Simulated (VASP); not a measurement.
Hg:

```
CELL_PARAMETERS angstrom
0.00000 3.04968 3.04968
3.04968 0.00000 3.04968
3.04968 3.04968 0.00000
ATOMIC_POSITIONS crystal
Hg 0.87500 0.87500 0.87500
Hg 0.12500 0.12500 0.12500
```

```yaml
Program: VASP 6.6.1
Task: relaxation of cell and atoms
Functional: LDA
Potentials_or_basis: VASP PAW LDA potentials, release 64 (Hg)
Cutoff: 600 eV
k_mesh: 12 × 12 × 12
Occupations: fermi-dirac, width 0.05 eV
Spin: no spin polarisation
```

At the start: pressure 8.8 GPa; volume 28.36 Å³/atom.

Question: How do energy, volume and symmetry change on relaxing?

Answer: Over 4 steps the energy falls by 120.2 meV/atom and the volume is 34.08 Å³/atom (+20.1 %); space group Fd-3m (No. 227, to 0.1 Å) before and after.

Step by step:
| step | energy change (eV) | largest force (eV/Å) | pressure (GPa) | volume (Å³) |
| --- | --- | --- | --- | --- |
| 1 | 0.0000 | 0.0000 | 8.82 | 56.73 |
| 2 | -0.2343 | 0.0000 | -0.78 | 70.54 |
| 3 | -0.2402 | 0.0000 | 0.16 | 67.69 |
| 4 | -0.2404 | 0.0000 | -0.01 | 68.16 |

Final structure:
```cif
data_structure
_symmetry_space_group_name_H-M 'P 1'
_symmetry_Int_Tables_number 1
_cell_length_a 4.5850
_cell_length_b 4.5850
_cell_length_c 4.5850
_cell_angle_alpha 60.000
_cell_angle_beta 60.000
_cell_angle_gamma 60.000
_cell_volume 68.16
loop_
_atom_site_label
_atom_site_type_symbol
_atom_site_fract_x
_atom_site_fract_y
_atom_site_fract_z
_atom_site_occupancy
Hg1 Hg 0.87500 0.87500 0.87500 1
Hg2 Hg 0.12500 0.12500 0.12500 1
```

Caveat: the volume moved by over 15 % at a fixed basis, so the end points are rough.
